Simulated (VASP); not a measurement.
# GdCl (P6_3mc) in VASP: notebook

GdCl is run at these levels: PBE; tasks: single point.

All numbers are computed with VASP 6.6.1; they aren't measurements. Logs are shortened: lines on timing, memory, paths and dates and some standing lists are left out, and cuts for length are marked.

**1. The cell of the first run**

It takes space group P6_3mc (No. 186, hexagonal). Conventional cell: a = 3.593 Å, b = 3.593 Å, c = 9.342 Å, α = 90.00°, β = 90.00°, γ = 120.00°. Within 3.6 Å of Gd (site symmetry 3m) lie 4 Cl at 2.70 to 2.86 Å and 6 Gd at 3.59 Å. Within 3.6 Å of Cl (site symmetry 3m) lie 4 Gd at 2.70 to 2.86 Å and 6 Cl at 3.59 Å.

**2. Single point, PBE, collinear spin, ferromagnetic start**

INCAR reads:

```
  PREC = Accurate
  ENCUT = 520
  EDIFF = 1E-7
  ISMEAR = -1
  SIGMA = 0.05
  LREAL = F
  LASPH = T
  NELM = 150
  ALGO = Normal
  ISIF = 2
  LWAVE = F
  LCHARG = F
  ISPIN = 2
  MAGMOM = 7 7 0 0
  LORBIT = 11
  LMAXMIX = 6
  GGA = PE
  NBANDS = 37
```

KPOINTS reads:

```
Automatic mesh
0
Gamma
  8 8 3
```

POSCAR reads:

```
GdCl
1.0
    3.5934504933      0.0000000000      0.0000000000
   -1.7967252466      3.1120194144      0.0000000000
    0.0000000000      0.0000000000      9.3415359070
Gd Cl
2 2
Direct
    0.6666666667      0.3333333333      0.8317670000
    0.3333333333      0.6666666667      0.3317670000
    0.6666666667      0.3333333333      0.5432320000
    0.3333333333      0.6666666667      0.0432320000
```

Potentials or basis: VASP PAW PBE potentials, release 64 (Gd, Cl).

Command:

```bash
cat potpaw_PBE.64/Gd/POTCAR potpaw_PBE.64/Cl/POTCAR > POTCAR
mpirun -np 1 vasp_std > vasp.out
```

OUTCAR:

```text
PREC = Accurate
   ENCUT = 520
   EDIFF = 1E-7
   ISMEAR = -1
   LREAL = F
   LASPH = T
   NELM = 150
   ISIF = 2
   ISPIN = 2
   LORBIT = 11
   GGA = PE

 ion  position               nearest neighbor table
   1  0.667  0.333  0.832-   3 2.70   4 2.86   4 2.86   4 2.86
   2  0.333  0.667  0.332-   4 2.70   3 2.86   3 2.86   3 2.86
   3  0.667  0.333  0.543-   1 2.70   2 2.86   2 2.86   2 2.86
   4  0.333  0.667  0.043-   2 2.70   1 2.86   1 2.86   1 2.86

  LATTYP: Found a hexagonal cell.
 ALAT       =     3.5934504933
 C/A-ratio  =     2.5996005579

  Lattice vectors:

 A1 = (   3.5934504933,   0.0000000000,   0.0000000000)
 A2 = (  -1.7967252466,   3.1120194144,   0.0000000000)
 A3 = (   0.0000000000,   0.0000000000,   9.3415359070)

Analysis of symmetry for initial positions (statically):
=====================================================================
 Subroutine PRICEL returns:
 Original cell was already a primitive cell.

 Routine SETGRP: Setting up the symmetry group for a
 hexagonal supercell.

 Subroutine GETGRP returns: Found 12 space group operations
 (whereof  6 operations were pure point group operations)
 out of a pool of 24 trial point group operations.

The static configuration has the point symmetry C_3v.
 The point group associated with its full space group is C_6v.

Analysis of symmetry for dynamics (positions and initial velocities):
=====================================================================
 Subroutine PRICEL returns:
 Original cell was already a primitive cell.

 Routine SETGRP: Setting up the symmetry group for a
 hexagonal supercell.

 Subroutine GETGRP returns: Found 12 space group operations
 (whereof  6 operations were pure point group operations)
 out of a pool of 24 trial point group operations.

The dynamic configuration has the point symmetry C_3v.
 The point group associated with its full space group is C_6v.

Analysis of structural, dynamic, and magnetic symmetry:
=====================================================================
 Subroutine PRICEL returns:
 Original cell was already a primitive cell.

 Routine SETGRP: Setting up the symmetry group for a
 hexagonal supercell.

 Subroutine GETGRP returns: Found 12 space group operations
 (whereof  6 operations were pure point group operations)
 out of a pool of 24 trial point group operations.

The overall configuration has the point symmetry C_3v.
 The point group associated with its full space group is C_6v.

 Subroutine INISYM returns: Found 12 space group operations
 (whereof  6 operations are pure point group operations),
[... 125 lines left out ...]
   LRPA    =     F    only Hartree local field effects (RPA)
 spin polarized calculation
  energy-cutoff  :      520.00
  volume of cell :      104.47
 maximum number of plane-waves:      2839
 NGX is ok and might be reduce to    28
   NGX = 13   NGY = 13   NGZ = 35

 number of electron      50.0000013 magnetization      14.0604385

 Free energy of the ion-electron system (eV)
  ---------------------------------------------------
  ext. energy  EPLUGINS =         0.00000000
  ---------------------------------------------------
  free energy    TOTEN  =       -32.28782640 eV

  energy without entropy =      -32.23926889  energy(sigma->0) =      -32.26354765

 E-fermi :   4.6880     XC(G=0):  -9.7509

 val. band max:        4.6869530271   @ k =   0.2500   0.2500   0.0000
 cond. band min:       4.6887517087   @ k =   0.2500   0.2500   0.3333
 fundamental gap:      0.0017986816
 Fermi energy:         4.6880408082

 spin component 1

 k-point     1 :       0.0000    0.0000    0.0000
  band No.  band energies     occupation
      1     -40.8937      1.00000
      2     -40.8929      1.00000
      3     -18.7137      1.00000
      4     -18.5383      1.00000
      5     -18.0281      1.00000
      6     -18.0281      1.00000
[... 789 lines left out ...]
     36       6.8388      0.00000
     37       7.2129      0.00000
 Fermi energy:         4.6880408082

 spin component 2

 k-point     1 :       0.0000    0.0000    0.0000
  band No.  band energies     occupation
      1     -37.8047      1.00000
      2     -37.8032      1.00000
      3     -16.8157      1.00000
      4     -16.4425      1.00000
      5     -15.7755      1.00000
      6     -15.7755      1.00000
[... 789 lines left out ...]
     36       7.6330      0.00000
     37       8.0461      0.00000

------------------------ aborting loop because EDIFF is reached ----------------------------------------

  FORCE on cell =-STRESS in cart. coord.  units (eV):
  Direction    XX          YY          ZZ          XY          YZ          ZX
  --------------------------------------------------------------------------------------
  -------------------------------------------------------------------------------------
  Total        1.4533296      1.4533296      2.2889155      0.0000000      0.0000000      0.0000000
  in kB       22.2896096     22.2896096     35.1049291      0.0000000      0.0000000      0.0000000
  external PRESSURE =      26.5613828 kB  Pullay stress =       0.0000000 kB

 VOLUME and BASIS-vectors are now :
 -----------------------------------------------------------------------------
  energy-cutoff  :      520.00
  volume of cell :      104.47
      direct lattice vectors                 reciprocal lattice vectors
     3.593450493  0.000000000  0.000000000     0.278284062  0.160667378  0.000000000
    -1.796725247  3.112019414  0.000000000     0.000000000  0.321334756  0.000000000
     0.000000000  0.000000000  9.341535907     0.000000000  0.000000000  0.107048778

 POSITION                                       TOTAL-FORCE (eV/Angst)
 -----------------------------------------------------------------------------------
      1.79673      1.03734      7.76998        -0.000000      0.000000     -0.030339
     -0.00000      2.07468      3.09921         0.000000     -0.000000     -0.030339
      1.79673      1.03734      5.07462        -0.000000      0.000000      0.030339
     -0.00000      2.07468      0.40385         0.000000     -0.000000      0.030339
 -----------------------------------------------------------------------------------
    total drift:                                0.000000     -0.000000      0.000665

  FREE ENERGIE OF THE ION-ELECTRON SYSTEM (eV)
  ---------------------------------------------------
  free  energy   TOTEN  =       -32.2878263989 eV

  energy  without entropy=      -32.2392688936  energy(sigma->0) =      -32.26354765

 total charge

# of ion       s       p       d       f       tot
--------------------------------------------------
    1        2.047   5.579   0.537   7.088  15.252
    2        2.047   5.579   0.537   7.088  15.252
    3        1.597   3.556   0.000   0.000   5.153
    4        1.597   3.556   0.000   0.000   5.153
--------------------------------------------------
tot          7.289  18.271   1.074  14.176  40.810

 magnetization (x)

# of ion       s       p       d       f       tot
--------------------------------------------------
    1       -0.001  -0.071   0.089   6.707   6.724
    2       -0.001  -0.071   0.089   6.707   6.724
    3       -0.002  -0.016   0.000   0.000  -0.018
    4       -0.002  -0.016   0.000   0.000  -0.018
--------------------------------------------------
tot         -0.004  -0.176   0.178  13.415  13.412
```

OSZICAR:

```text
N       E                     dE             d eps       ncg     rms          rms(c)
DAV:   1     0.423075572931E+03    0.42308E+03   -0.17591E+04  4263   0.661E+03
DAV:   2     0.915893519521E+02   -0.33149E+03   -0.29022E+03  4410   0.603E+02
[... 13 lines left out ...]
DAV:  61    -0.322878248252E+02    0.12350E-05   -0.79489E-07  3343   0.277E-02    0.825E-02
DAV:  62    -0.322878261801E+02   -0.13549E-05   -0.11880E-06  3691   0.297E-02    0.582E-02
DAV:  63    -0.322878269417E+02   -0.76157E-06   -0.10745E-06  4005   0.224E-02    0.338E-02
DAV:  64    -0.322878265385E+02    0.40325E-06   -0.30650E-07  2876   0.179E-02    0.257E-02
DAV:  65    -0.322878263786E+02    0.15988E-06   -0.68125E-07  3408   0.285E-02    0.224E-02
DAV:  66    -0.322878263989E+02   -0.20278E-07   -0.16277E-07  2359   0.699E-03
   1 F= -.32287826E+02 E0= -.32263548E+02  d E =-.485575E-01  mag=    14.0604
```

stdout:

```text
POSCAR found type information on POSCAR GdCl
 POSCAR found :  2 types and       4 ions
 scaLAPACK will be used
 LDA part: xc-table for (Slater+PW92), standard interpolation
 POSCAR, INCAR and KPOINTS ok, starting setup
 FFT: planning ... GRIDC
 FFT: planning ... GRID_SOFT
 FFT: planning ... GRID
 WAVECAR not read
 entering main loop
```

It took 9.2 min on 1 thread of Intel Xeon 6975P-C (Granite Rapids), shared host; peak memory 0.35 GiB.

What came out:

* Free energy: -32.2878 eV
* Pressure: 2.7 GPa
* Largest force: 0.030 eV/Å
* Net moment: 14.06 μB per cell
* Site moments: Gd +6.72; Cl -0.02 μB
* Valence electrons inside the program's atomic spheres: Gd 15.25; Cl 5.15

Forces in eV/Å, atoms in the order of the input:
```
Gd   0.000  0.000 -0.030
Gd   0.000  0.000 -0.030
Cl   0.000  0.000  0.030
Cl   0.000  0.000  0.030
```

Stress tensor (GPa, compression positive):
```
2.23 0.00 0.00
0.00 2.23 0.00
0.00 0.00 3.51
```

Levels at points of the mesh, in eV from the Fermi level:
Spin up:
```tsv
k point	band 28	band 29	band 30	band 31	band 32	band 33	band 34	band 35	band 36	band 37
(0.00, 0.00, 0.00)	-4.61	-4.36	-4.36	-2.62	-2.01	1.23	1.23	1.39	1.39	2.35
(0.50, 0.00, 0.00)	-4.74	-4.69	-4.50	-1.59	-1.22	0.20	0.83	2.13	2.27	3.30
```
Spin down:
| k point | band 15 | band 16 | band 17 | band 18 | band 19 | band 20 | band 21 | band 22 |
| --- | --- | --- | --- | --- | --- | --- | --- | --- |
| (0.00, 0.00, 0.00) | -4.81 | -4.81 | -2.12 | -1.55 | 0.11 | 0.14 | 0.25 | 0.35 |
| (0.50, 0.00, 0.00) | -5.45 | -5.20 | -1.06 | -0.58 | 0.20 | 0.22 | 0.25 | 0.29 |

Caveat: spin-orbit coupling is left out, which moves the levels of the heavy elements; semilocal functionals describe open f shells poorly, which spoils levels, moments and volumes. With open d or f shells a metallic result of PBE can be an artefact of self-interaction; +U or a hybrid may open a gap.

**3. Single point, PBE, collinear spin, ferromagnetic start**

This run uses another cell than the first one, of 26.67 Å³/atom.

INCAR reads:

```
ALGO = Normal
EDIFF = 1E-6
ENCUT = 520
GGA = PE
ISIF = 2
ISMEAR = -1
ISPIN = 2
LASPH = T
LCHARG = F
LMAXMIX = 6
LORBIT = 11
LREAL = F
LWAVE = F
MAGMOM = 7 7 0 0
NBANDS = 37
NELM = 150
PREC = Accurate
SIGMA = 0.05
```

KPOINTS reads:

```
k-points
0
Gamma
  8 8 3
```

POSCAR reads:

```
GdCl
1.0
    3.6187573165      0.0000000000      0.0000000000
   -1.8093786582      3.1339357662      0.0000000000
    0.0000000000      0.0000000000      9.4073235387
Gd Cl
2 2
Direct
    0.6666666667      0.3333333333      0.8317670000
    0.3333333333      0.6666666667      0.3317670000
    0.6666666667      0.3333333333      0.5432320000
    0.3333333333      0.6666666667      0.0432320000
```

Potentials or basis: VASP PAW PBE potentials, release 64 (Gd, Cl).

Command:

```bash
cat potpaw_PBE.64/Gd/POTCAR potpaw_PBE.64/Cl/POTCAR > POTCAR
mpirun -np 1 vasp_std > vasp.out
```

OUTCAR:

```text
EDIFF = 1E-6
   ENCUT = 520
   GGA = PE
   ISIF = 2
   ISMEAR = -1
   ISPIN = 2
   LASPH = T
   LORBIT = 11
   LREAL = F
   NELM = 150
   PREC = Accurate

 ion  position               nearest neighbor table
   1  0.667  0.333  0.832-   3 2.71   4 2.88   4 2.88   4 2.88
   2  0.333  0.667  0.332-   4 2.71   3 2.88   3 2.88   3 2.88
   3  0.667  0.333  0.543-   1 2.71   2 2.88   2 2.88   2 2.88
   4  0.333  0.667  0.043-   2 2.71   1 2.88   1 2.88   1 2.88

  LATTYP: Found a hexagonal cell.
 ALAT       =     3.6187573165
 C/A-ratio  =     2.5996005579

  Lattice vectors:
[... 1823 lines left out ...]
    -1.809378658  3.133935766  0.000000000     0.000000000  0.319087587  0.000000000
     0.000000000  0.000000000  9.407323539     0.000000000  0.000000000  0.106300160

 POSITION                                       TOTAL-FORCE (eV/Angst)
 -----------------------------------------------------------------------------------
      1.80938      1.04465      7.82470        -0.000000      0.000000     -0.025286
     -0.00000      2.08929      3.12104         0.000000     -0.000000     -0.025286
      1.80938      1.04465      5.11036        -0.000000      0.000000      0.025286
     -0.00000      2.08929      0.40670         0.000000     -0.000000      0.025286
 -----------------------------------------------------------------------------------
    total drift:                               -0.000000     -0.000000      0.001733

  FREE ENERGIE OF THE ION-ELECTRON SYSTEM (eV)
  ---------------------------------------------------
  free  energy   TOTEN  =       -32.3189313432 eV

  energy  without entropy=      -32.2687028644  energy(sigma->0) =      -32.29381710

 total charge

# of ion       s       p       d       f       tot
--------------------------------------------------
    1        2.047   5.579   0.523   7.094  15.242
    2        2.047   5.579   0.523   7.094  15.242
    3        1.597   3.552   0.000   0.000   5.149
    4        1.597   3.552   0.000   0.000   5.149
--------------------------------------------------
tot          7.288  18.261   1.045  14.188  40.782

 magnetization (x)

# of ion       s       p       d       f       tot
--------------------------------------------------
    1       -0.001  -0.072   0.088   6.703   6.719
    2       -0.001  -0.072   0.088   6.703   6.719
    3       -0.001  -0.016   0.000   0.000  -0.018
    4       -0.001  -0.016   0.000   0.000  -0.018
--------------------------------------------------
tot         -0.004  -0.176   0.177  13.405  13.402
```

OSZICAR:

```text
N       E                     dE             d eps       ncg     rms          rms(c)
DAV:   1     0.427340832446E+03    0.42734E+03   -0.17313E+04  4181   0.657E+03
DAV:   2     0.921249770277E+02   -0.33522E+03   -0.29478E+03  4453   0.607E+02
DAV:   3    -0.102606592861E+02   -0.10239E+03   -0.95536E+02  4679   0.235E+02
[... 45 lines left out ...]
DAV:  49    -0.323188896708E+02   -0.37954E-04   -0.12465E-05  3512   0.100E-01    0.313E-01
DAV:  50    -0.323189205132E+02   -0.30842E-04   -0.12987E-05  3931   0.986E-02    0.349E-01
DAV:  51    -0.323189326332E+02   -0.12120E-04   -0.81507E-06  3415   0.772E-02    0.317E-01
DAV:  52    -0.323189311017E+02    0.15315E-05   -0.18405E-06  2461   0.402E-02    0.282E-01
DAV:  53    -0.323189313432E+02   -0.24145E-06   -0.20855E-06  2636   0.200E-02
   1 F= -.32318931E+02 E0= -.32293817E+02  d E =-.502285E-01  mag=    14.0522
```

Run time: 7.1 min. Hardware: 1 thread of Intel Xeon 6975P-C (Granite Rapids), shared host; peak memory 0.35 GiB.

What came out:

| Item | Value |
| --- | --- |
| Free energy | -32.3189 eV |
| Pressure | 1.8 GPa |
| Largest force | 0.025 eV/Å |
| Net moment | 14.05 μB per cell |
| Site moments | Gd +6.72; Cl -0.02 μB |
| Valence electrons inside the program's atomic spheres | Gd 15.24; Cl 5.15 |

Forces in eV/Å, atoms in the order of the input:
```
Gd   0.000  0.000 -0.025
Gd   0.000  0.000 -0.025
Cl   0.000  0.000  0.025
Cl   0.000  0.000  0.025
```

Caveat: spin-orbit coupling is left out, which moves the levels of the heavy elements; semilocal functionals describe open f shells poorly, which spoils levels, moments and volumes. With open d or f shells a metallic result of PBE can be an artefact of self-interaction; +U or a hybrid may open a gap.
